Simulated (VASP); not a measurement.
# CsI (Pm-3m) in VASP: further runs

CsI is run at these levels: PBE; tasks: single point.

Everything below comes from runs of VASP 6.6.1. Logs are shortened: lines on timing, memory, paths and dates and some standing lists are left out, and cuts for length are marked.

## 1. The cell of the first run

It takes space group Pm-3m (No. 221, cubic). Conventional cell: a = 4.471 Å, b = 4.471 Å, c = 4.471 Å, α = 90.00°, β = 90.00°, γ = 90.00°. Cs (site symmetry m-3m) has 8 I at 3.87 Å and 6 Cs at 4.47 Å within 5.1 Å. Within 5.1 Å of I (site symmetry m-3m) lie 8 Cs at 3.87 Å and 6 I at 4.47 Å.

## 2. Single point, PBE (volume scaled by 0.88)

INCAR reads:

```
  ALGO = Normal
  EDIFF = 1E-6
  ENCUT = 500
  GGA = PE
  GGA_COMPAT = False
  ISIF = 2
  ISMEAR = 0
  LASPH = True
  LCHARG = False
  LREAL = False
  LWAVE = False
  NBANDS = 15
  NELM = 120
  PREC = Accurate
  SIGMA = 0.02
```

KPOINTS reads:

```
k-points
0
Gamma
  6 6 6
```

POSCAR reads:

```
CsI
1.0
    4.4713668997      0.0000000000      0.0000000000
    0.0000000000      4.4713668997      0.0000000000
    0.0000000000      0.0000000000      4.4713668997
Cs I
1 1
Direct
    0.0000000000      0.0000000000      0.0000000000
    0.5000000000      0.5000000000      0.5000000000
```

Potentials or basis: VASP PAW PBE potentials, release 64 (Cs_sv, I).

On the command line:

```
$ cat potpaw_PBE.64/Cs_sv/POTCAR potpaw_PBE.64/I/POTCAR > POTCAR
$ mpirun -np 1 vasp_std > vasp.out
```

OUTCAR:

```text
EDIFF = 1E-6
   ENCUT = 500
   GGA = PE
   ISIF = 2
   ISMEAR = 0
   LASPH = True
   LREAL = False
   NELM = 120
   PREC = Accurate

 ion  position               nearest neighbor table
   1  0.000  0.000  0.000-
   2  0.500  0.500  0.500-

  LATTYP: Found a simple cubic cell.
 ALAT       =     4.4713668997

  Lattice vectors:

 A1 = (   4.4713668997,   0.0000000000,   0.0000000000)
 A2 = (   0.0000000000,   4.4713668997,   0.0000000000)
 A3 = (   0.0000000000,   0.0000000000,   4.4713668997)

Analysis of symmetry for initial positions (statically):
=====================================================================
 Subroutine PRICEL returns:
 Original cell was already a primitive cell.

 Routine SETGRP: Setting up the symmetry group for a
 simple cubic supercell.

 Subroutine GETGRP returns: Found 48 space group operations
 (whereof 48 operations were pure point group operations)
 out of a pool of 48 trial point group operations.

The static configuration has the point symmetry O_h .

Analysis of symmetry for dynamics (positions and initial velocities):
=====================================================================
 Subroutine PRICEL returns:
 Original cell was already a primitive cell.

 Routine SETGRP: Setting up the symmetry group for a
 simple cubic supercell.

 Subroutine GETGRP returns: Found 48 space group operations
 (whereof 48 operations were pure point group operations)
 out of a pool of 48 trial point group operations.

The dynamic configuration has the point symmetry O_h .

 Subroutine INISYM returns: Found 48 space group operations
 (whereof 48 operations are pure point group operations),
 and found     1 'primitive' translations

----------------------------------------------------------------------------------------

                                     Primitive cell

  volume of cell :      89.3966

  direct lattice vectors                    reciprocal lattice vectors
     4.471366900  0.000000000  0.000000000     0.223645257  0.000000000  0.000000000
     0.000000000  4.471366900  0.000000000     0.000000000  0.223645257  0.000000000
     0.000000000  0.000000000  4.471366900     0.000000000  0.000000000  0.223645257

  length of vectors
     4.471366900  4.471366900  4.471366900     0.223645257  0.223645257  0.223645257

  position of ions in fractional coordinates (direct lattice)
     0.000000000  0.000000000  0.000000000
     0.500000000  0.500000000  0.500000000

  ion indices of the primitive-cell ions
   primitive index   ion index
                 1           1
                 2           2

----------------------------------------------------------------------------------------

 KPOINTS: k-points

Automatic generation of k-mesh.
 Grid dimensions read from file:
 generate k-points for:    6    6    6

 Generating k-lattice:

  Cartesian coordinates                     Fractional coordinates (reciprocal lattice)
     0.037274210  0.000000000  0.000000000     0.166666667  0.000000000  0.000000000
     0.000000000  0.037274210  0.000000000     0.000000000  0.166666667  0.000000000
     0.000000000  0.000000000  0.037274210     0.000000000  0.000000000  0.166666667

  Length of vectors
     0.037274210  0.037274210  0.037274210

  Shift w.r.t. Gamma in fractional coordinates (k-lattice)
     0.000000000  0.000000000  0.000000000

 Subroutine IBZKPT returns following result:
 ===========================================

 Found     20 irreducible k-points:

 Following reciprocal coordinates:
            Coordinates               Weight
  0.000000  0.000000  0.000000      1.000000
  0.166667  0.000000  0.000000      6.000000
  0.333333  0.000000  0.000000      6.000000
  0.500000  0.000000  0.000000      3.000000
  0.166667  0.166667  0.000000     12.000000
  0.333333  0.166667  0.000000     24.000000
[... 12 lines left out ...]
  0.500000  0.500000  0.333333      6.000000
  0.500000  0.500000  0.500000      1.000000
   k-points           NKPTS =     20   k-points in BZ     NKDIM =     20   number of bands    NBANDS=     15
   number of dos      NEDOS =    301   number of ions     NIONS =      2
   total plane-waves  NPLWV =  46656
   dimension x,y,z NGX =    36 NGY =   36 NGZ =   36
   dimension x,y,z NGXF=    72 NGYF=   72 NGZF=   72
   ions per type =               1   1
   NGX,Y,Z   is equivalent  to a cutoff of  13.38, 13.38, 13.38 a.u.
   NGXF,Y,Z  is equivalent  to a cutoff of  26.77, 26.77, 26.77 a.u.
 SYSTEM =  unknown system
   PREC   = accura    normal or accurate (medium, high low for compatibility)
   ISTART =      0    job   : 0-new  1-cont  2-samecut
   ICHARG =      2    charge: 1-file 2-atom 10-const
   ISPIN  =      1    spin polarized calculation?
   LNONCOLLINEAR =      F non collinear calculations
   LSORBIT =      F    spin-orbit coupling
   LASPH  =      T    aspherical Exc in radial PAW
   ENCUT  =  500.0 eV  36.75 Ry    6.06 a.u.   8.15  8.15  8.15*2*pi/ulx,y,z
   NELM   =    120;   NELMIN=  2; NELMDL= -5     # of ELM steps
   EDIFF  = 0.1E-05   stopping-criterion for ELM
   LREAL  =      F    real-space projection
   EDIFFG = 0.1E-04   stopping-criterion for IOM
   NSW    =      0    number of steps for IOM
   IBRION =     -1    ionic relax: 0-MD 1-quasi-New 2-CG
   NFREE  =      0    steps in history (QN), initial steepest desc. (CG)
   ISIF   =      2    stress and relaxation
   ISYM   =      2    0-nonsym 1-usesym 2-fastsym
   POTIM  = 0.5000    time-step for ionic-motion
   TEBEG  =    0.0;   TEEND  =   0.0 temperature during run
   PSTRESS=    0.0 pullay stress
   NELECT =      16.0000    total number of electrons
   NUPDOWN=      -1.0000    fix difference up-down
   EMIN   =  10.00;   EMAX   =-10.00  energy-range for DOS
   EFERMI =   0.00;   METHOD = LEGACY
   ISMEAR =     0;   SIGMA  =   0.02  broadening in eV -4-tet -1-fermi 0-gaus
   EFERMI_NEDOS =   21; number of points for ismear=-14 and -15
   IALGO  =     38    algorithm
   IMIX   =      4    mixing-type and parameters
     AMIX     =   0.40;   BMIX     =  1.00
     AMIX_MAG =   1.60;   BMIX_MAG =  1.00
  volume/ion in A,a.u.               =      44.70       301.64
  Fermi-wavevector in a.u.,A,eV,Ry     =   0.922588  1.743439 11.580855  0.851169
  Thomas-Fermi vector in A             =   2.048131
   LORBIT       =      0    0 simple, 1 ext, 2 COOP (PROOUT), +10 PAW based schemes
   GGA     = PE    functional components
   LHFCALC =     F    Hartree Fock is set to
   AEXX    =    0.0000 exact exchange contribution
   IVDW    =     0    specifies the selected vdW correction
   LEPSILON=     F    determine dielectric tensor
   LRPA    =     F    only Hartree local field effects (RPA)
 non-spin polarized calculation
 Gauss-broadening in eV      SIGMA  =   0.02
  energy-cutoff  :      500.00
  volume of cell :       89.40
 maximum number of plane-waves:      2301
 NGX is ok and might be reduce to    36
   NGX = 17   NGY = 17   NGZ = 17

 number of electron      15.9999997 magnetization

 Free energy of the ion-electron system (eV)
  ---------------------------------------------------
  ext. energy  EPLUGINS =         0.00000000
  ---------------------------------------------------
  free energy    TOTEN  =        -5.38083196 eV

  energy without entropy =       -5.38083196  energy(sigma->0) =       -5.38083196

 E-fermi :   1.3474     XC(G=0):  -8.0429

 val. band max:        1.2055315968   @ k =   0.5000   0.5000   0.0000
 cond. band min:       5.2811184173   @ k =   0.0000   0.0000   0.0000
 fundamental gap:      4.0755868205
 Fermi energy:         1.3473822798

 k-point     1 :       0.0000    0.0000    0.0000
  band No.  band energies     occupation
      1     -19.1135      2.00000
      2      -9.5553      2.00000
      3      -5.8049      2.00000
      4      -5.8049      2.00000
      5      -5.8049      2.00000
      6       1.1297      2.00000
      7       1.1297      2.00000
      8       1.1297      2.00000
      9       5.2811      0.00000
     10       5.2811      0.00000
     11       5.3031      0.00000
     12       9.0999      0.00000
     13       9.0999      0.00000
     14       9.0999      0.00000
     15      11.5925      0.00000

 k-point     2 :       0.1667    0.0000    0.0000
  band No.  band energies     occupation
      1     -19.1052      2.00000
      2      -9.5617      2.00000
      3      -5.8477      2.00000
      4      -5.7847      2.00000
      5      -5.7847      2.00000
      6       0.6016      2.00000
      7       1.0799      2.00000
      8       1.0799      2.00000
      9       5.4569      0.00000
     10       5.8008      0.00000
     11       6.0755      0.00000
     12       9.0202      0.00000
     13       9.0202      0.00000
     14       9.2342      0.00000
     15      10.3136      0.00000

 k-point     3 :       0.3333    0.0000    0.0000
  band No.  band energies     occupation
      1     -19.0887      2.00000
      2      -9.5781      2.00000
      3      -5.9154      2.00000
      4      -5.7435      2.00000
      5      -5.7435      2.00000
      6      -0.1871      2.00000
      7       0.9770      2.00000
      8       0.9770      2.00000
      9       5.9440      0.00000
     10       7.0611      0.00000
     11       7.4900      0.00000
     12       8.7737      0.00000
     13       9.0806      0.00000
     14       9.0806      0.00000
     15       9.5718      0.00000
[... 271 lines left out ...]
 k-point    19 :       0.5000    0.5000    0.3333
  band No.  band energies     occupation
      1     -19.0306      2.00000
      2      -9.2628      2.00000
      3      -6.1411      2.00000
      4      -6.1411      2.00000
      5      -6.0012      2.00000
      6      -0.1300      2.00000
      7      -0.1300      2.00000
      8       0.0267      2.00000
      9       7.4344      0.00000
     10       8.0308      0.00000
     11       8.0308      0.00000
     12       8.5508      0.00000
     13      10.1218      0.00000
     14      10.1218      0.00000
     15      11.2788      0.00000

 k-point    20 :       0.5000    0.5000    0.5000
  band No.  band energies     occupation
      1     -19.0237      2.00000
      2      -9.2296      2.00000
      3      -6.1026      2.00000
      4      -6.1026      2.00000
      5      -6.1026      2.00000
      6      -0.2682      2.00000
      7      -0.2682      2.00000
      8      -0.2682      2.00000
      9       8.5910      0.00000
     10       8.5910      0.00000
     11       8.5910      0.00000
     12       9.3704      0.00000
     13       9.3704      0.00000
     14       9.3704      0.00000
     15      11.3287      0.00000

------------------------ aborting loop because EDIFF is reached ----------------------------------------

  FORCE on cell =-STRESS in cart. coord.  units (eV):
  Direction    XX          YY          ZZ          XY          YZ          ZX
  --------------------------------------------------------------------------------------
  -------------------------------------------------------------------------------------
  Total        1.0110113      1.0110113      1.0110113      0.0000000      0.0000000      0.0000000
  in kB       18.1194774     18.1194774     18.1194774      0.0000000      0.0000000      0.0000000
  external PRESSURE =      18.1194774 kB  Pullay stress =       0.0000000 kB

 VOLUME and BASIS-vectors are now :
 -----------------------------------------------------------------------------
  energy-cutoff  :      500.00
  volume of cell :       89.40
      direct lattice vectors                 reciprocal lattice vectors
     4.471366900  0.000000000  0.000000000     0.223645257  0.000000000  0.000000000
     0.000000000  4.471366900  0.000000000     0.000000000  0.223645257  0.000000000
     0.000000000  0.000000000  4.471366900     0.000000000  0.000000000  0.223645257

 POSITION                                       TOTAL-FORCE (eV/Angst)
 -----------------------------------------------------------------------------------
      0.00000      0.00000      0.00000         0.000000      0.000000      0.000000
      2.23568      2.23568      2.23568         0.000000      0.000000      0.000000
 -----------------------------------------------------------------------------------
    total drift:                               -0.000000      0.000000      0.000000

  FREE ENERGIE OF THE ION-ELECTRON SYSTEM (eV)
  ---------------------------------------------------
  free  energy   TOTEN  =        -5.3808319623 eV

  energy  without entropy=       -5.3808319623  energy(sigma->0) =       -5.38083196
```

Run time: 14 s. Hardware: 1 thread of AMD EPYC 9R45 (Zen 5), shared host; peak memory 0.18 GiB.

Results:

* Free energy: -5.3808 eV
* Pressure: 1.8 GPa
* Band gap on the k mesh: 4.08 eV, indirect (least direct gap 4.15 eV)

Caveat: spin-orbit coupling is left out, which moves the levels of the heavy elements. A k mesh can miss the band edges.

## 3. Single point, PBE (volume scaled by 0.94)

INCAR reads:

```
SYSTEM = CsI
ALGO = Normal ; EDIFF = 1E-6
ENCUT = 500 ; GGA = PE
GGA_COMPAT = .False. ; ISIF = 2
ISMEAR = 0 ; LASPH = .True.
LCHARG = .True. ; LELF = .True.
LREAL = .False. ; LVHAR = .True.
LWAVE = .False. ; NBANDS = 15
NELM = 120 ; PREC = Accurate
SIGMA = 0.02
```

KPOINTS reads:

```
k-points
0
Gamma
  6 6 6
  0 0 0
```

POSCAR reads:

```
CsI
1.0
    4.5707629811      0.0000000000      0.0000000000
    0.0000000000      4.5707629811      0.0000000000
    0.0000000000      0.0000000000      4.5707629811
Cs I
1 1
Direct
    0.0000000000      0.0000000000      0.0000000000
    0.5000000000      0.5000000000      0.5000000000
```

Potentials or basis: VASP PAW PBE potentials, release 64 (Cs_sv, I).

On the command line:

```
$ cat potpaw_PBE.64/Cs_sv/POTCAR potpaw_PBE.64/I/POTCAR > POTCAR
$ mpirun -np 1 vasp_std > vasp.out
```

It took 14 s on 1 thread of AMD EPYC 9R45 (Zen 5), shared host; peak memory 0.18 GiB.

Results (log left out):

```
Free energy            : -5.4285 eV
Pressure               : 0.8 GPa
Band gap on the k mesh : 3.87 eV, indirect (least direct gap 3.96 eV)
```

Levels at points of the mesh, in eV from the valence-band top:
| k point | band 6 | band 7 | band 8 | band 9 | band 10 | band 11 |
| --- | --- | --- | --- | --- | --- | --- |
| (0.00, 0.00, 0.00) | -0.09 | -0.09 | -0.09 | 3.87 | 4.18 | 4.18 |
| (0.50, 0.00, 0.00) | -1.55 | -0.24 | -0.24 | 5.20 | 6.48 | 6.72 |
| (0.50, 0.50, 0.00) | -0.86 | -0.86 | 0.00 | 4.24 | 4.92 | 6.10 |
| (0.50, 0.50, 0.50) | -1.30 | -1.30 | -1.30 | 7.17 | 7.17 | 7.17 |

Caveat: spin-orbit coupling is left out, which moves the levels of the heavy elements. A k mesh can miss the band edges.

## 4. Single point, PBE (volume scaled by 0.97)

INCAR reads:

```
PREC = Accurate
ENCUT = 500
EDIFF = 1E-6
ISMEAR = 0
SIGMA = 0.02
LREAL = F
LASPH = T
NELM = 120
ALGO = Normal
ISIF = 2
LWAVE = F
LCHARG = F
GGA = PE
NBANDS = 15
GGA_COMPAT = F
```

KPOINTS reads:

```
Automatic mesh
0
Gamma
  6 6 6
```

POSCAR reads:

```
CsI
1.0
    4.6188798116      0.0000000000      0.0000000000
    0.0000000000      4.6188798116      0.0000000000
    0.0000000000      0.0000000000      4.6188798116
Cs I
1 1
Direct
    0.0000000000      0.0000000000      0.0000000000
    0.5000000000      0.5000000000      0.5000000000
```

On the command line:

```
$ cat potpaw_PBE.64/Cs_sv/POTCAR potpaw_PBE.64/I/POTCAR > POTCAR
$ mpirun -np 1 vasp_std > vasp.out
```

It took 14 s on 1 thread of AMD EPYC 9R45 (Zen 5), shared host; peak memory 0.18 GiB.

The run converged. Its results:

| Quantity | Value |
| --- | --- |
| Free energy | -5.4391 eV |
| Pressure | 0.4 GPa |
| Band gap on the k mesh | 3.77 eV, indirect (least direct gap 3.86 eV) |

Levels at points of the mesh, in eV from the valence-band top:
```csv
k point,band 5,band 6,band 7,band 8,band 9,band 10,band 11,band 12
"(0.00, 0.00, 0.00)",-7.14,-0.09,-0.09,-0.09,3.77,4.23,4.23,7.69
"(0.50, 0.00, 0.00)",-7.08,-1.48,-0.23,-0.23,5.21,6.34,6.58,6.83
"(0.50, 0.50, 0.00)",-7.05,-0.83,-0.83,0.00,4.25,4.91,6.09,6.09
"(0.50, 0.50, 0.50)",-7.37,-1.23,-1.23,-1.23,7.07,7.07,7.07,7.70
```

Caveat: spin-orbit coupling is left out, which moves the levels of the heavy elements. A k mesh can miss the band edges.

## 5. The runs side by side

```csv
cell,gap on the mesh (eV),pressure (GPa)
"a = 4.471 Å, 2 atoms",4.08,1.8
"a = 4.571 Å, 2 atoms",3.87,0.8
"a = 4.619 Å, 2 atoms",3.77,0.4
```

Alike in all rows: task single point; level PBE; potentials or basis VASP PAW PBE potentials, release 64 (Cs_sv, I); no spin polarisation; k mesh 6 × 6 × 6; cutoff (eV) 500; smearing gaussian 0.02 eV.

Caveats: spin-orbit coupling is left out, which moves the levels of the heavy elements.

Total energies depend on the potentials used, so only differences within one code and one set of settings carry meaning.
